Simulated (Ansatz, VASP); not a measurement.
CaBi3: VASP beside Ansatz

INCAR

```
SYSTEM = CaBi3
  ALGO = Normal
  EDIFF = 1E-6
  ENCUT = 520
  GGA = CA
  ISIF = 2
  ISMEAR = -1
  LASPH = .TRUE.
  LCHARG = .FALSE.
  LREAL = .FALSE.
  LWAVE = .FALSE.
  NBANDS = 36
  NELM = 80
  PREC = Accurate
  SIGMA = 0.15
```

The input KPOINTS:

```
k-points
0
G
  5 5 5
  0 0 0
```

File POSCAR:

```
CaBi3
1.0
    4.9720590000      0.0000000000      0.0000000000
    0.0000000000      4.9720590000      0.0000000000
    0.0000000000      0.0000000000      4.9720590000
Ca Bi
1 3
Direct
    0.5000000000      0.5000000000      0.5000000000
    0.5000000000      0.0000000000      0.0000000000
    0.0000000000      0.5000000000      0.0000000000
    0.0000000000      0.0000000000      0.5000000000
```

Input for Ansatz:

```yaml
crystal:
  lattice:
    a: 4.972059
    b: 4.972059
    c: 4.972059
    alpha: 90.0
    beta: 90.0
    gamma: 90.0
  atoms:
    - { symbol: Ca, position: [0.5, 0.5, 0.5] }
    - { symbol: Bi, position: [0.5, 0.0, 0.0] }
    - { symbol: Bi, position: [0.0, 0.5, 0.0] }
    - { symbol: Bi, position: [0.0, 0.0, 0.5] }
basis:
  ecutwfc: 450.0
kpoints:
  mp_grid:
    grid: [5, 5, 5]
hamiltonian:
  xc: lda
  pseudopotentials:
    kind: paw
    azcp:
      folder: soft_1
scf:
  occupations:
    method: fermi_dirac
    width: 0.15
output:
  forces: true
  stress: true
```

Alike in both runs: task single point; functional LDA; k mesh 5 × 5 × 5; occupations fermi-dirac, width 0.15 eV; no spin polarisation.

|  | VASP | Ansatz |
| --- | --- | --- |
| version | VASP 6.6.1 | Ansatz 0.2.0 |
| potentials or method | VASP PAW LDA potentials, release 64 (Ca_sv, Bi_d), cutoff 520 eV | plane waves, PAW |
| valence electrons in the cell | 55 | 55 |

|  | VASP | Ansatz | Ansatz less VASP |
| --- | --- | --- | --- |
| pressure (GPa) | -3.1 | -3.1 | -0.05 |

Ansatz warns that its potentials were made for another functional, while VASP's fit it. LDA's correlation is that of Perdew and Zunger in VASP and of Perdew and Wang (1992) in Ansatz.

Neither program's run includes spin-orbit coupling.
